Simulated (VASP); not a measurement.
Pb: relaxation of cell and atoms with LDA

The system is Pb.

```xyz
1
Lattice="3.1456 0.0000 0.0000 0.0000 3.1456 0.0000 0.0000 0.0000 3.1456" Properties=species:S:1:pos:R:3 pbc="T T T"
Pb    0.0000    0.0000    0.0000
```

This isn't the form of Pb at room conditions, which is fcc.

| Quantity | Value |
| --- | --- |
| Program | VASP 6.6.1 |
| Task | relaxation of cell and atoms |
| Functional | LDA |
| Potentials or basis | VASP PAW LDA potentials, release 64 (Pb_d) |
| Cutoff | 600 eV |
| k mesh | 13 × 13 × 13 |
| Occupations | fermi-dirac, width 0.05 eV |
| Spin | no spin polarisation |
| Dipole correction | no |
| Further INCAR settings | ALGO = Normal; EDIFF = 1e-07; IBRION = 2; EDIFFG = -0.005; NSW = 45; ISIF = 3 |

- Relaxed volume: 31.20 Å³/atom
- Relaxed cell: a = 3.148 Å, b = 3.148 Å, c = 3.148 Å, α = 90.00°, β = 90.00°, γ = 90.00°
- Space group after relaxing (to 0.1 Å): Pm-3m (No. 221)
- Energy gained by relaxing: 0.0 meV/atom
- Ionic steps: 3
- Pressure after relaxing: 0.0 GPa
- Band gap on the k mesh: zero (bands 7 and 8 overlap by 7.06 eV)

Final structure:
```
Pb
1.0
     3.14814    0.00000    0.00000
     0.00000    3.14814    0.00000
     0.00000    0.00000    3.14814
Pb
1
Direct
  0.00000 0.00000 0.00000
```

Levels at points of the mesh, in eV from the Fermi level:
```tsv
k point	band 5	band 6	band 7	band 8	band 9	band 10
(0.00, 0.00, 0.00)	-16.57	-11.72	5.16	5.16	5.16	8.44
```

Run time: 55 s on 1 thread of AMD EPYC 7R43 64-Core Processor (Zen 3), with other jobs on the host, peak memory 0.13 GiB.

Caveat: spin-orbit coupling is left out, which moves the levels of the heavy elements.
